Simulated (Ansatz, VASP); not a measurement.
One calculation of ScAl3N4, two programs

```xyz
8
Lattice="-3.3996 0.0000 0.0000 0.0000 5.9541 0.0000 1.6998 -2.9771 -4.2068" Properties=species:S:1:pos:R:3 pbc="T T T"
Sc    0.0000    1.9717    0.0000
Al   -1.6998    4.9765    0.0000
Al   -1.6998    0.9936   -2.1395
Al    0.0000    3.9707   -2.0673
N    -1.6998   -0.9884   -2.0405
N     0.0000    1.9887   -2.1663
N    -1.6998    0.8831    0.0000
N     0.0000    4.0665    0.0000
```

Alike in both runs: functional r2SCAN; k mesh 6 × 6 × 6; occupations gaussian, width 0.1 eV; no spin polarisation.

Ansatz relaxed the structure, and its values are those at the end. VASP's run is a single point on that final structure, the one shown.

|  | VASP | Ansatz |
| --- | --- | --- |
| version | VASP 6.6.1 | Ansatz 0.2.0 |
| potentials or method | VASP PAW PBE potentials, release 64 (Sc_sv, Al, N_h), cutoff 910 eV | scalar-relativistic, plane waves, PAW |
| valence electrons in the cell | 40 | 40 |

VASP gave:

| Item | Value |
| --- | --- |
| gap on the k mesh at the Fermi level (eV) | 3.08 |
| least direct gap on the mesh (eV) | 3.26 |
| rms of the force components (eV/Å) | 0.038 |

Estimate Ansatz's values.

gap on the k mesh at the Fermi level (eV): 3.08; least direct gap on the mesh (eV): 3.23; rms of the force components (eV/Å): 0.013.

VASP's potentials were made for PBE, not for r2SCAN. The functional is the same, so the differences come from potentials, cutoffs and numerics.

Noted on VASP's run: the cutoff is short for stress, so the pressure is rough.
